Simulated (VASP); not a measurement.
Input of a VASP 6.6.1 run:

File INCAR:

```
SYSTEM = Ag
ALGO = Normal
EDIFF = 1E-6
ENCUT = 520
GGA = PS
ISIF = 2
ISMEAR = 0
LASPH = .TRUE.
LCHARG = .FALSE.
LREAL = .FALSE.
LWAVE = .FALSE.
NBANDS = 12
NELM = 100
PREC = Accurate
SIGMA = 0.1
```

File KPOINTS:

```
k-points
0
G
  18 18 18
  0 0 0
```

The input POSCAR:

```
Ag
1.0
    0.0000000000      2.0272343017      2.0272343017
    2.0272343017      0.0000000000      2.0272343017
    2.0272343017      2.0272343017      0.0000000000
Ag
1
Direct
    0.0000000000      0.0000000000      0.0000000000
```

Potentials or basis: VASP PAW PBE potentials, release 64 (Ag).

The run is started by

```bash
$ cat potpaw_PBE.64/Ag/POTCAR > POTCAR
$ mpirun -np 1 vasp_std > vasp.out
```

(1) What does it give for the pressure?

Answers

(1) -0.2 GPa.

Caveat: the PAW data sets were made with another functional, which shifts forces and pressure a little.
